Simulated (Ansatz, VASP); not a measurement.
KCl in VASP and in Ansatz

```
K Cl
1.0
     0.00000    3.19079    3.19079
     3.19079    0.00000    3.19079
     3.19079    3.19079    0.00000
K Cl
1 1
Direct
  0.00000 0.00000 0.00000
  0.50000 0.50000 0.50000
```

Alike in both runs: functional PBE; k mesh 6 × 6 × 6; occupations gaussian, width 0.02 eV; no spin polarisation.

Ansatz relaxed the structure, and its values are those at the end. VASP's run is a single point on that final structure, the one shown.

```csv
,VASP,Ansatz
version,VASP 6.6.1,Ansatz 0.2.0
potentials or method,"VASP PAW PBE potentials, release 64 (K_sv, Cl), cutoff 500 eV","scalar-relativistic, plane waves, PAW"
valence electrons in the cell,16,16
```

Ansatz gave:

| Property | Result |
| --- | --- |
| gap on the k mesh at the Fermi level (eV) | 5.05 |
| least direct gap on the mesh (eV) | 5.05 |
| pressure (GPa) | 0.0 |

Which values does VASP return?

gap on the k mesh at the Fermi level (eV): 5.04; least direct gap on the mesh (eV): 5.04; pressure (GPa): 0.0.
